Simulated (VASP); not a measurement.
# Co (P6_3/mmc) in VASP: settings compared, part 2 of 2

VASP 6.6.1. Earlier steps stand in the parts before.

## (4) Single point, PBE, collinear spin, ferromagnetic start

This run uses another cell than the first one, of 10.64 Å³/atom.

Contents of INCAR:

```
PREC = Accurate
ENCUT = 690
EDIFF = 1E-6
ISMEAR = 0
SIGMA = 0.011
LREAL = False
LASPH = True
NELM = 200
ALGO = Normal
ISIF = 2
LWAVE = False
LCHARG = True
ISPIN = 2
MAGMOM = 2 2
LORBIT = 11
LMAXMIX = 4
GGA = PE
LELF = True
LVHAR = True
NBANDS = 28
GGA_COMPAT = False
```

Contents of KPOINTS:

```
regular mesh
0
Gamma
  12 12 7
```

Contents of POSCAR:

```
Co
1.0
    2.4719999032      0.0000000000      0.0000000000
   -1.2359999516      2.1408147143      0.0000000000
    0.0000000000      0.0000000000      4.0211440800
Co
2
Direct
    0.6666666667      0.3333333333      0.7500000000
    0.3333333333      0.6666666667      0.2500000000
```

Potentials or basis: VASP PAW PBE potentials, release 64 (Co_sv).

Launch:

```sh
cat potpaw_PBE.64/Co_sv/POTCAR > POTCAR
mpirun -np 1 vasp_std > vasp.out
```

OUTCAR:

```text
PREC = Accurate
   ENCUT = 690
   EDIFF = 1E-6
   ISMEAR = 0
   LREAL = False
   LASPH = True
   NELM = 200
   ISIF = 2
   ISPIN = 2
   LORBIT = 11
   GGA = PE

 ion  position               nearest neighbor table
   1  0.667  0.333  0.750-   2 2.47   2 2.47   2 2.47   2 2.47   2 2.47   2 2.47
   2  0.333  0.667  0.250-   1 2.47   1 2.47   1 2.47   1 2.47   1 2.47   1 2.47

  LATTYP: Found a hexagonal cell.
 ALAT       =     2.4719999032
 C/A-ratio  =     1.6266764715

  Lattice vectors:

 A1 = (   2.4719999032,   0.0000000000,   0.0000000000)
 A2 = (  -1.2359999516,   2.1408147143,   0.0000000000)
 A3 = (   0.0000000000,   0.0000000000,   4.0211440800)

Analysis of symmetry for initial positions (statically):
=====================================================================
 Subroutine PRICEL returns:
 Original cell was already a primitive cell.

 Routine SETGRP: Setting up the symmetry group for a
 hexagonal supercell.

 Subroutine GETGRP returns: Found 24 space group operations
[... 946 lines left out ...]
      5     -44.8516      1.00000
      6     -44.8012      1.00000
[... 733 lines left out ...]
     27      36.0015      0.00000
     28      37.5762      0.00000

 [... further k-points ...]

------------------------ aborting loop because EDIFF is reached ----------------------------------------

  FORCE on cell =-STRESS in cart. coord.  units (eV):
  Direction    XX          YY          ZZ          XY          YZ          ZX
  --------------------------------------------------------------------------------------
  -------------------------------------------------------------------------------------
  Total        0.6030796      0.6030796      0.1446868      0.0000000      0.0000000     -0.0000000
  in kB       45.4054570     45.4054570     10.8933682      0.0000000      0.0000000     -0.0000000
  external PRESSURE =      33.9014274 kB  Pullay stress =       0.0000000 kB

 VOLUME and BASIS-vectors are now :
 -----------------------------------------------------------------------------
  energy-cutoff  :      690.00
  volume of cell :       21.28
      direct lattice vectors                 reciprocal lattice vectors
     2.471999903  0.000000000  0.000000000     0.404530760  0.233555943  0.000000000
    -1.235999952  2.140814714  0.000000000     0.000000000  0.467111887  0.000000000
     0.000000000  0.000000000  4.021144080     0.000000000  0.000000000  0.248685444

 POSITION                                       TOTAL-FORCE (eV/Angst)
 -----------------------------------------------------------------------------------
      1.23600      0.71360      3.01586         0.000000      0.000000      0.000000
     -0.00000      1.42721      1.00529        -0.000000     -0.000000      0.000000
 -----------------------------------------------------------------------------------
    total drift:                               -0.000000      0.000000     -0.000000

  FREE ENERGIE OF THE ION-ELECTRON SYSTEM (eV)
  ---------------------------------------------------
  free  energy   TOTEN  =       -14.2337739163 eV

  energy  without entropy=      -14.2336840701  energy(sigma->0) =      -14.23372899

 total charge

# of ion       s       p       d       tot
------------------------------------------
    1        2.250   6.125   6.698  15.073
    2        2.250   6.125   6.698  15.073
--------------------------------------------------
tot          4.500  12.250  13.396  30.146

 magnetization (x)

# of ion       s       p       d       tot
------------------------------------------
    1       -0.004  -0.014   1.695   1.677
    2       -0.004  -0.014   1.695   1.677
--------------------------------------------------
tot         -0.009  -0.028   3.390   3.353
```

Run time: 2.4 min. Hardware: 1 thread of AMD EPYC 7R43 (Zen 3), shared host; peak memory 0.19 GiB.

What came out:

- Free energy: -14.2338 eV
- Pressure: 3.4 GPa
- Net moment: 3.22 μB per cell
- Site moments: Co +1.68 μB
- Valence electrons inside the program's atomic spheres: Co 15.07

Levels at points of the mesh, in eV from the Fermi level:
Spin up:
```csv
k point,band 17,band 18,band 19,band 20,band 21,band 22
"(0.00, 0.00, 0.00)",-1.91,-0.79,-0.79,-0.24,6.40,22.07
"(0.50, 0.00, 0.00)",-0.57,-0.49,1.34,3.40,9.74,10.40
```
Spin down:
```csv
k point,band 12,band 13,band 14,band 15,band 16,band 17,band 18,band 19
"(0.00, 0.00, 0.00)",-0.97,-0.97,-0.60,-0.60,-0.31,-0.14,-0.14,1.10
"(0.50, 0.00, 0.00)",-1.92,-1.12,-1.09,-0.65,1.26,1.36,1.43,2.61
```

Caveat: the cell stands under pressure.

## (5) Single point, RPBE+D4, collinear spin, ferromagnetic start

This run uses another cell than the first one, of 10.21 Å³/atom.

Contents of INCAR:

```
SYSTEM = Co
  PREC = Accurate
  ENCUT = 690
  EDIFF = 1E-6
  ISMEAR = -1
  SIGMA = 0.05
  LREAL = .False.
  LASPH = .True.
  NELM = 200
  ALGO = Normal
  ISIF = 2
  LWAVE = .False.
  LCHARG = .False.
  ISPIN = 2
  MAGMOM = 2 2
  LORBIT = 11
  LMAXMIX = 4
  GGA = RP
  IVDW = 13
  NBANDS = 28
  GGA_COMPAT = .False.
```

Contents of KPOINTS:

```
regular mesh
0
Gamma
  12 12 7
  0 0 0
```

Contents of POSCAR:

```
Co
1.0
    2.4385904036      0.0000000000      0.0000000000
   -1.2192952018      2.1118812389      0.0000000000
    0.0000000000      0.0000000000      3.9667976331
Co
2
Direct
    0.6666666667      0.3333333333      0.7500000000
    0.3333333333      0.6666666667      0.2500000000
```

Launch:

```sh
cat potpaw_PBE.64/Co_sv/POTCAR > POTCAR
mpirun -np 1 vasp_std > vasp.out
```

Wall time 80 s (1 thread of AMD EPYC 9R45 (Zen 5), shared host); peak memory 0.2 GiB.

It converged, with:

```yaml
Free_energy: -14.8766 eV
Pressure: 5.9 GPa
Net_moment: 3.14 μB per cell
Site_moments: Co +1.65 μB
Valence_electrons_inside_the_program's_atomic_spheres: Co 15.10
Dispersion_energy_per_atom: -0.887 eV
```

Stress tensor (GPa, compression positive):
```
6.82 0.00 0.00
0.00 6.82 0.00
0.00 0.00 3.97
```

Levels at points of the mesh, in eV from the Fermi level:
Spin up:
```
           k point  band 17  band 18  band 19  band 20  band 21  band 22
(0.00, 0.00, 0.00)    -1.96    -0.77    -0.77    -0.26     6.79    22.38
(0.50, 0.00, 0.00)    -0.53    -0.44     1.45     3.62    10.08    10.83
```
Spin down:
```tsv
k point	band 11	band 12	band 13	band 14	band 15	band 16	band 17	band 18	band 19	band 20
(0.00, 0.00, 0.00)	-1.13	-1.06	-1.06	-0.67	-0.67	-0.38	-0.17	-0.17	1.14	1.14
(0.50, 0.00, 0.00)	-3.60	-2.04	-1.21	-1.18	-0.71	1.30	1.42	1.48	2.72	4.58
```

Caveat: the cell stands under pressure; the PAW data sets were made with another functional, which shifts forces and pressure a little.

## (6) Overview

| level | potentials or basis | cell | k mesh | cutoff (eV) | smearing | grid for exact exchange (PRECFOCK) | share of exact exchange | gap on the mesh (eV) | pressure (GPa) | moment (μB) |
| --- | --- | --- | --- | --- | --- | --- | --- | --- | --- | --- |
| PBE0 | VASP PAW PBE potentials, release 64 (Co) | a = 2.520, b = 2.520, c = 4.100 Å, angles 90.0, 90.0, 120.0°, 2 atoms | 8 × 8 × 4 | 520 | fermi-dirac 0.05 eV | Normal | 0.25 | none | -12.2 | 3.56 |
| PBE | VASP PAW PBE potentials, release 64 (Co_sv) | a = 2.472, b = 2.472, c = 4.021 Å, angles 90.0, 90.0, 120.0°, 2 atoms | 12 × 12 × 7 | 690 | gaussian 0.028 eV | - | - | none | 3.3 | 3.21 |
| PBE | VASP PAW PBE potentials, release 64 (Co_sv) | a = 2.472, b = 2.472, c = 4.021 Å, angles 90.0, 90.0, 120.0°, 2 atoms | 12 × 12 × 7 | 690 | gaussian 0.011 eV | - | - | none | 3.4 | 3.22 |
| RPBE+D4 | VASP PAW PBE potentials, release 64 (Co_sv) | a = 2.439, b = 2.439, c = 3.967 Å, angles 90.0, 90.0, 120.0°, 2 atoms | 12 × 12 × 7 | 690 | fermi-dirac 0.05 eV | - | - | none | 5.9 | 3.14 |

Alike in all rows: task single point; spin collinear, ferromagnetic start.

Caveats: some runs use coarse meshes; the cell stands under pressure (at least some runs); the PAW data sets were made with another functional, which shifts forces and pressure a little (at least some runs).

Absolute energies hang on the potentials; compare differences alone.
